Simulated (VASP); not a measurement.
Wanted: the native input for a VASP 6.6.1 run.

```yaml
Task: single point
Functional: PBE
Potentials_or_basis: VASP PAW PBE potentials, release 64 (Be)
Cutoff: 520 eV
k_mesh: 19 × 19 × 11
Occupations: fermi-dirac, width 0.08 eV
Spin: no spin polarisation
Dipole_correction: no
Further_INCAR_settings: ALGO = Normal; EDIFF = 1e-06; NBANDS = 9
```

The structure of Be lies in POSCAR:

```
Be
1.0
    2.0004717232      0.0000000000      0.0000000000
   -1.0002358616      1.7324593319      0.0000000000
    0.0000000000      0.0000000000      3.1927053413
Be
2
Direct
    0.3333333333      0.6666666667      0.2500000000
    0.6666666667      0.3333333333      0.7500000000
```

This cell differs from its parent crystal: volume scaled by 0.7.

One way to write it, as run:

INCAR

```
ALGO = Normal
EDIFF = 1E-6
ENCUT = 520
GGA = PE
ISIF = 2
ISMEAR = -1
LASPH = T
LCHARG = F
LREAL = F
LWAVE = F
NBANDS = 9
NELM = 60
PREC = Accurate
SIGMA = 0.08
```

KPOINTS

```
k-points
0
Gamma
  19 19 11
```

Potentials or basis: VASP PAW PBE potentials, release 64 (Be).

The run is started by

```bash
$ cat potpaw_PBE.64/Be/POTCAR > POTCAR
$ mpirun -np 1 vasp_std > vasp.out
```

It gave:

* Pressure: 79.6 GPa
* Band gap on the k mesh: zero (band 2 reaches 11.22 eV, above the bottom of band 3 at 9.50 eV)

Wall time 4.6 s on 1 thread of Intel(R) Xeon(R) 6975P-C (Granite Rapids), on a shared host, peak memory 0.13 GiB.
